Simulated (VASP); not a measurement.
# Be2ZnSe3 (P1) in VASP: relaxation of cell and atoms with PBE

Aim: the relaxation of cell and atoms of Be2ZnSe3 with PBE.

Everything below comes from runs of VASP 6.6.1. Logs are shortened: lines on timing, memory, paths and dates and some standing lists are left out, and cuts for length are marked.

**1. The cell of the first run**

The typed cell holds 12 atoms: a = 3.853 Å, b = 6.524 Å, c = 9.310 Å, α = 90.04°, β = 88.22°, γ = 90.29°.

**2. Relaxation of cell and atoms, PBE**

File INCAR:

```
PREC = Accurate ; ENCUT = 600
EDIFF = 1E-6 ; ISMEAR = 0
SIGMA = 0.1 ; LREAL = F
LASPH = T ; NELM = 100
ALGO = Normal ; ISIF = 3
LWAVE = F ; LCHARG = F
GGA = PE ; IBRION = 2
NSW = 80 ; EDIFFG = -0.025
```

File KPOINTS:

```
regular mesh
0
Gamma
  4 2 2
```

File POSCAR:

```
Be2ZnSe3
1.0
    3.8528018823     -0.0095227364      0.0594142804
   -0.0164939638      6.5240646374     -0.0022946456
    0.1464309569     -0.0032651031      9.3087727408
Be Zn Se
4 2 6
Direct
    0.0270603229     -0.0127522537      0.0160829566
    0.4972398088      0.5138777501     -0.0086848717
    0.4576340740      0.1744803102      0.3382068136
    1.0168643312      0.6727952142      0.3502333377
    1.0425244250      0.3293135972      0.6638509756
    0.5117286397      0.8126989028      0.6679864988
   -0.0063829564     -0.0002099467      0.7665643002
    0.4843326619      0.5035397990      0.7650346509
    0.9790188500      0.3404693452      0.3897912068
    0.4982951578      0.8433815457      0.3984951156
    0.4883947509      0.1672682546      0.0754353811
    1.0032899341      0.6551374814      0.0770036347
```

Potentials or basis: VASP PAW PBE potentials, release 64 (Be, Zn, Se).

On the command line:

```
$ cat potpaw_PBE.64/Be/POTCAR potpaw_PBE.64/Zn/POTCAR potpaw_PBE.64/Se/POTCAR > POTCAR
$ mpirun -np 1 vasp_std > vasp.out
```

OUTCAR:

```text
PREC = Accurate
   ENCUT = 600
   EDIFF = 1E-6
   ISMEAR = 0
   LREAL = F
   LASPH = T
   NELM = 100
   ISIF = 3
   GGA = PE
   IBRION = 2
   NSW = 80
   EDIFFG = -0.025

 ion  position               nearest neighbor table
   1  0.027  0.987  0.016-  11 2.21  12 2.24   7 2.33  11 2.44
   2  0.497  0.514  0.991-   8 2.11  12 2.24  12 2.32  11 2.39
   3  0.458  0.174  0.338-   9 2.18  10 2.24   9 2.34  11 2.45
   4  0.017  0.673  0.350-   9 2.20  10 2.22  10 2.32  12 2.55
   5  0.043  0.329  0.664-   8 2.27   7 2.36   9 2.57   8 2.59
   6  0.512  0.813  0.668-   8 2.21   7 2.42   7 2.50  10 2.52
   7  0.994  1.000  0.767-   1 2.33   5 2.36   6 2.42   6 2.50
   8  0.484  0.504  0.765-   2 2.11   6 2.21   5 2.27   5 2.59
   9  0.979  0.340  0.390-   3 2.18   4 2.20   3 2.34   5 2.57
  10  0.498  0.843  0.398-   4 2.22   3 2.24   4 2.32   6 2.52
  11  0.488  0.167  0.075-   1 2.21   2 2.39   1 2.44   3 2.45
  12  0.003  0.655  0.077-   1 2.24   2 2.24   2 2.32   4 2.55

  LATTYP: Found a triclinic cell.
 ALAT       =     3.8532717376
 B/A-ratio  =     2.4161091111
 C/A-ratio  =     1.6931289395
 COS(alpha) =     0.0007421507
 COS(beta)  =     0.0050046095
 COS(gamma) =     0.0311446967

  Lattice vectors:

 A1 = (   3.8528018823,  -0.0095227364,   0.0594142804)
 A2 = (   0.1464309569,  -0.0032651031,   9.3087727408)
 A3 = (   0.0164939638,  -6.5240646374,   0.0022946456)

Analysis of symmetry for initial positions (statically):
=====================================================================
 Subroutine PRICEL returns:
 Original cell was already a primitive cell.

 Routine SETGRP: Setting up the symmetry group for a
 triclinic supercell.

 Subroutine GETGRP returns: Found  1 space group operations
 (whereof  1 operations were pure point group operations)
 out of a pool of  2 trial point group operations.

The static configuration has the point symmetry C_1 .

Analysis of symmetry for dynamics (positions and initial velocities):
=====================================================================
 Subroutine PRICEL returns:
 Original cell was already a primitive cell.

 Routine SETGRP: Setting up the symmetry group for a
 triclinic supercell.

 Subroutine GETGRP returns: Found  1 space group operations
 (whereof  1 operations were pure point group operations)
 out of a pool of  2 trial point group operations.

The dynamic configuration has the point symmetry C_1 .

 Subroutine INISYM returns: Found  1 space group operations
 (whereof  1 operations are pure point group operations),
 and found     1 'primitive' translations

----------------------------------------------------------------------------------------

                                     Primitive cell

  volume of cell :     233.9264

  direct lattice vectors                    reciprocal lattice vectors
     3.852801882 -0.009522736  0.059414280     0.259615961  0.000654918 -0.004083640
    -0.016493964  6.524064637 -0.002294646     0.000378115  0.153279650  0.000047816
     0.146430957 -0.003265103  9.308772741    -0.001656935  0.000033604  0.107451623

  length of vectors
     3.853271738  6.524085891  9.309924953     0.259648902  0.153280124  0.107464402

  position of ions in fractional coordinates (direct lattice)
     0.027060323  0.987247746  0.016082957
     0.497239809  0.513877750  0.991315128
     0.457634074  0.174480310  0.338206814
     0.016864331  0.672795214  0.350233338
     0.042524425  0.329313597  0.663850976
     0.511728640  0.812698903  0.667986499
     0.993617044  0.999790053  0.766564300
     0.484332662  0.503539799  0.765034651
     0.979018850  0.340469345  0.389791207
     0.498295158  0.843381546  0.398495116
     0.488394751  0.167268255  0.075435381
     0.003289934  0.655137481  0.077003635

  ion indices of the primitive-cell ions
   primitive index   ion index
                 1           1
                 2           2
                 3           3
                 4           4
                 5           5
                 6           6
                 7           7
                 8           8
                 9           9
                10          10
                11          11
                12          12

----------------------------------------------------------------------------------------

 KPOINTS: regular mesh

Automatic generation of k-mesh.
 Grid dimensions read from file:
 generate k-points for:    4    2    2

 Generating k-lattice:

  Cartesian coordinates                     Fractional coordinates (reciprocal lattice)
     0.064903990  0.000163729 -0.001020910     0.250000000 -0.000000000  0.000000000
     0.000189057  0.076639825  0.000023908     0.000000000  0.500000000 -0.000000000
    -0.000828467  0.000016802  0.053725811     0.000000000  0.000000000  0.500000000

  Length of vectors
     0.064912225  0.076640062  0.053732201

  Shift w.r.t. Gamma in fractional coordinates (k-lattice)
     0.000000000  0.000000000  0.000000000

 Subroutine IBZKPT returns following result:
 ===========================================

 Found     12 irreducible k-points:

 Following reciprocal coordinates:
            Coordinates               Weight
  0.000000  0.000000  0.000000      1.000000
  0.250000  0.000000 -0.000000      2.000000
  0.500000  0.000000 -0.000000      1.000000
 -0.000000  0.500000  0.000000      1.000000
  0.250000  0.500000  0.000000      2.000000
  0.500000  0.500000  0.000000      1.000000
  0.000000 -0.000000  0.500000      1.000000
  0.250000  0.000000  0.500000      2.000000
  0.500000  0.000000  0.500000      1.000000
  0.000000  0.500000  0.500000      1.000000
  0.250000  0.500000  0.500000      2.000000
  0.500000  0.500000  0.500000      1.000000
   k-points           NKPTS =     12   k-points in BZ     NKDIM =     12   number of bands    NBANDS=     41
   number of dos      NEDOS =    301   number of ions     NIONS =     12
   total plane-waves  NPLWV = 138240
   dimension x,y,z NGX =    32 NGY =   54 NGZ =   80
   dimension x,y,z NGXF=    64 NGYF=  108 NGZF=  160
   ions per type =               4   2   6
   NGX,Y,Z   is equivalent  to a cutoff of  13.81, 13.76, 14.29 a.u.
   NGXF,Y,Z  is equivalent  to a cutoff of  27.61, 27.52, 28.57 a.u.
 SYSTEM =  unknown system
   PREC   = accura    normal or accurate (medium, high low for compatibility)
   ISTART =      0    job   : 0-new  1-cont  2-samecut
   ICHARG =      2    charge: 1-file 2-atom 10-const
   ISPIN  =      1    spin polarized calculation?
   LNONCOLLINEAR =      F non collinear calculations
   LSORBIT =      F    spin-orbit coupling
   LASPH  =      T    aspherical Exc in radial PAW
   ENCUT  =  600.0 eV  44.10 Ry    6.64 a.u.   7.70 13.03 18.59*2*pi/ulx,y,z
   NELM   =    100;   NELMIN=  2; NELMDL= -5     # of ELM steps
   EDIFF  = 0.1E-05   stopping-criterion for ELM
   LREAL  =      F    real-space projection
   EDIFFG = -.3E-01   stopping-criterion for IOM
   NSW    =     80    number of steps for IOM
   IBRION =      2    ionic relax: 0-MD 1-quasi-New 2-CG
   NFREE  =      1    steps in history (QN), initial steepest desc. (CG)
   ISIF   =      3    stress and relaxation
   ISYM   =      2    0-nonsym 1-usesym 2-fastsym
   POTIM  = 0.5000    time-step for ionic-motion
   TEBEG  =    0.0;   TEEND  =   0.0 temperature during run
   PSTRESS=    0.0 pullay stress
   NELECT =      68.0000    total number of electrons
   NUPDOWN=      -1.0000    fix difference up-down
   EMIN   =  10.00;   EMAX   =-10.00  energy-range for DOS
   EFERMI =   0.00;   METHOD = LEGACY
   ISMEAR =     0;   SIGMA  =   0.10  broadening in eV -4-tet -1-fermi 0-gaus
   EFERMI_NEDOS =   21; number of points for ismear=-14 and -15
   IALGO  =     38    algorithm
   IMIX   =      4    mixing-type and parameters
     AMIX     =   0.40;   BMIX     =  1.00
     AMIX_MAG =   1.60;   BMIX_MAG =  1.00
  volume/ion in A,a.u.               =      19.49       131.55
  Fermi-wavevector in a.u.,A,eV,Ry     =   1.084471  2.049354 16.001512  1.176078
  Thomas-Fermi vector in A             =   2.220562
   LORBIT       =      0    0 simple, 1 ext, 2 COOP (PROOUT), +10 PAW based schemes
   GGA     = PE    functional components
   LHFCALC =     F    Hartree Fock is set to
   AEXX    =    0.0000 exact exchange contribution
   IVDW    =     0    specifies the selected vdW correction
   LEPSILON=     F    determine dielectric tensor
   LRPA    =     F    only Hartree local field effects (RPA)
 conjugate gradient relaxation of ions
 non-spin polarized calculation
 Gauss-broadening in eV      SIGMA  =   0.10
  energy-cutoff  :      600.00
  volume of cell :      233.93
 maximum number of plane-waves:      7830
 NGX is ok and might be reduce to    32
   NGX = 15   NGY = 27   NGZ = 37

--------------------------------------- Ionic step        1  -------------------------------------------

 number of electron      68.0000012 magnetization

 Free energy of the ion-electron system (eV)
  ---------------------------------------------------
  ext. energy  EPLUGINS =         0.00000000
  ---------------------------------------------------
  free energy    TOTEN  =       -45.90744793 eV

  energy without entropy =      -45.90744793  energy(sigma->0) =      -45.90744793

------------------------ aborting loop because EDIFF is reached ----------------------------------------

  FORCE on cell =-STRESS in cart. coord.  units (eV):
  Direction    XX          YY          ZZ          XY          YZ          ZX
  --------------------------------------------------------------------------------------
  -------------------------------------------------------------------------------------
  Total       -0.7800934      4.8795646     -0.0381669      1.5968003     -1.4553876     -0.6507112
  in kB       -5.3429111     33.4204593     -0.2614078     10.9365907     -9.9680457     -4.4567639
  external PRESSURE =       9.2720468 kB  Pullay stress =       0.0000000 kB
[... 119 lines left out ...]
  FREE ENERGIE OF THE ION-ELECTRON SYSTEM (eV)
  ---------------------------------------------------
  free  energy   TOTEN  =       -46.6058403220 eV

  energy  without entropy=      -46.6058403220  energy(sigma->0) =      -46.60584032

[... ionic steps 4 to 20 ...]

--------------------------------------- Ionic step       21  -------------------------------------------

 number of electron      67.9999994 magnetization

------------------------ aborting loop because EDIFF is reached ----------------------------------------

  FORCE on cell =-STRESS in cart. coord.  units (eV):
  Direction    XX          YY          ZZ          XY          YZ          ZX
  --------------------------------------------------------------------------------------
  -------------------------------------------------------------------------------------
  Total        0.0581424      0.0532501      0.0726599     -0.0069754      0.0065390      0.0011828
  in kB        0.3996428      0.3660154      0.4994293     -0.0479458      0.0449461      0.0081298
  external PRESSURE =       0.4216958 kB  Pullay stress =       0.0000000 kB
[... 77 lines left out ...]
  energy  without entropy=      -46.9007354045  energy(sigma->0) =      -46.90073540

--------------------------------------- Ionic step       23  -------------------------------------------

 number of electron      67.9999992 magnetization

 Free energy of the ion-electron system (eV)
  ---------------------------------------------------
  ext. energy  EPLUGINS =         0.00000000
  ---------------------------------------------------
  free energy    TOTEN  =       -46.90096128 eV

  energy without entropy =      -46.90096128  energy(sigma->0) =      -46.90096128

 E-fermi :   3.2483     XC(G=0):  -9.2906

 val. band max:        2.7848180140   @ k =   0.0000   0.0000   0.0000
 cond. band min:       5.1165201522   @ k =   0.0000   0.0000   0.0000
 fundamental gap:      2.3317021382
 Fermi energy:         3.2482639872

 k-point     1 :       0.0000    0.0000    0.0000
  band No.  band energies     occupation
      1     -10.9791      2.00000
      2     -10.3060      2.00000
      3     -10.0898      2.00000
      4      -9.8523      2.00000
      5      -9.7935      2.00000
      6      -9.5215      2.00000
[... 556 lines left out ...]
  FREE ENERGIE OF THE ION-ELECTRON SYSTEM (eV)
  ---------------------------------------------------
  free  energy   TOTEN  =       -46.9009612792 eV

  energy  without entropy=      -46.9009612792  energy(sigma->0) =      -46.90096128

 reached required accuracy - stopping structural energy minimisation
```

Run time: 23 min. Hardware: 1 thread of Intel Xeon Platinum 8559C (Emerald Rapids), shared host; peak memory 0.47 GiB.

What came out:

* Free energy: -46.9010 eV
* Relaxed volume: 19.44 Å³/atom
* Relaxed cell: a = 3.810 Å, b = 6.557 Å, c = 9.337 Å, α = 90.17°, β = 89.99°, γ = 89.99°
* Space group after relaxing (to 0.1 Å): P3m1 (No. 156)
* Energy gained by relaxing: 82.8 meV/atom
* Ionic steps: 23
* Pressure after relaxing: 0.0 GPa
* Largest force after relaxing: 0.011 eV/Å
* Band gap on the k mesh: 2.33 eV

Forces in eV/Å, atoms in the order of the input:
```
Be  -0.003 -0.002  0.010
Be   0.006  0.001 -0.005
Be  -0.001  0.003  0.004
Be   0.003 -0.001 -0.011
Zn  -0.003  0.006  0.000
Zn   0.003  0.006  0.003
Se  -0.007 -0.004 -0.005
Se  -0.002  0.003  0.000
Se  -0.005 -0.002 -0.001
Se   0.006 -0.005  0.005
Se   0.001  0.000  0.004
Se   0.003 -0.005 -0.005
```

Step by step:
```
step  energy change (eV)  largest force (eV/Å)  pressure (GPa)  volume (Å³)
   1              0.0000                2.1520            0.93       233.93
   2             -0.6449                1.0251           -1.10       237.71
   3             -0.6984                0.8746           -1.53       239.33
   4             -0.8854                0.5470            0.08       233.33
   5             -0.8973                0.6107            0.67       231.48
   6             -0.9536                0.2670           -0.03       233.46
   7             -0.9551                0.2678           -0.15       233.84
   8             -0.9711                0.1288           -0.11       233.55
   9             -0.9745                0.2016           -0.07       233.34
  10             -0.9817                0.1248            0.09       232.81
  11             -0.9847                0.1221            0.28       232.18
  12             -0.9887                0.0730           -0.15       233.70
  13             -0.9887                0.0720           -0.21       233.81
  14             -0.9910                0.0492           -0.02       233.23
  15             -0.9910                0.0535            0.03       233.13
  16             -0.9919                0.0298            0.01       233.14
  17             -0.9920                0.0438            0.01       233.14
  18             -0.9926                0.0283           -0.02       233.25
  19             -0.9926                0.0439           -0.03       233.30
  20             -0.9931                0.0311            0.01       233.19
  21             -0.9933                0.0252            0.04       233.09
  22             -0.9933                0.0282            0.04       233.06
  23             -0.9935                0.0112           -0.03       233.27
```

Final structure:
```
Be Zn Se
1.0
     3.80994    0.00005    0.00008
     0.00069    6.55742   -0.01011
     0.00122   -0.01325    9.33682
Be Zn Se
4 2 6
Direct
  0.00004 0.00019 0.00837
  0.49919 0.50025 0.00878
  0.50007 0.16684 0.32407
  0.99911 0.66691 0.32451
  0.00105 0.33313 0.66320
  0.50060 0.83302 0.66315
  0.00070 0.99956 0.77014
  0.50081 0.49952 0.77029
  0.00014 0.33342 0.39951
  0.49916 0.83356 0.39951
  0.49986 0.16672 0.08407
  0.99926 0.66689 0.08441
```

Caveat: the k points lie up to 0.48 Å⁻¹ apart in the final cell.
